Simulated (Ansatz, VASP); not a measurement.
# One calculation of Re, two programs

The input INCAR:

```
PREC = Accurate
ENCUT = 520
EDIFF = 1E-6
ISMEAR = 0
SIGMA = 0.15
LREAL = False
LASPH = True
NELM = 80
ALGO = Fast
ISIF = 2
LWAVE = False
LCHARG = False
GGA = PE
NBANDS = 10
```

Contents of KPOINTS:

```
Automatic mesh
0
Gamma
  10 10 10
```

POSCAR

```
Re
1.0
    0.0000000000      1.9577236186      2.0653984176
    1.7962114201      0.0000000000      2.0653984176
    1.7962114201      1.9577236186      0.0000000000
Re
1
Direct
    0.0000000000      0.0000000000      0.0000000000
```

Input for Ansatz:

```yaml
crystal:
  lattice:
    - [0.0, 1.9577236186, 2.0653984176]
    - [1.7962114201, 0.0, 2.0653984176]
    - [1.7962114201, 1.9577236186, 0.0]
  atoms:
    - { symbol: Re, position: [0.0, 0.0, 0.0] }
basis:
  ecutwfc: 420
kpoints:
  mp_grid: { grid: [10, 10, 10] }
hamiltonian:
  xc: pbe
scf:
  occupations: { method: gaussian, width: 0.15 }
output:
  forces: true
  stress: true
  eigenvalues: true
```

Change from the starting cell: normal strain along x -0.0825, normal strain along z +0.0550.

Alike in both runs: task single point; functional PBE; k mesh 10 × 10 × 10; occupations gaussian, width 0.15 eV; no spin polarisation.

```csv
,VASP,Ansatz
version,VASP 6.6.1,Ansatz 0.2.0
potentials or method,"VASP PAW PBE potentials, release 64 (Re), cutoff 520 eV","scalar-relativistic, plane waves, PAW"
valence electrons in the cell,7,15
```

VASP gave:

```
gap on the k mesh at the Fermi level (eV)                     : none
pressure (GPa)                                                : 13.9
traceless stress, the component that is largest in VASP (GPa) : -16.36
```

**Question.** Estimate Ansatz's values.

**Answer.** gap on the k mesh at the Fermi level (eV): none; pressure (GPa): 14.2; traceless stress, the component that is largest in VASP (GPa): -16.61.

A gap of «none» marks a metal or a gap that the smearing closes. The functional is the same, so the differences come from potentials, cutoffs and numerics. VASP's potentials hold 7 valence electrons a cell and Ansatz's 15, so a difference there can come from the potentials and not from the codes.

Neither program's run includes spin-orbit coupling.
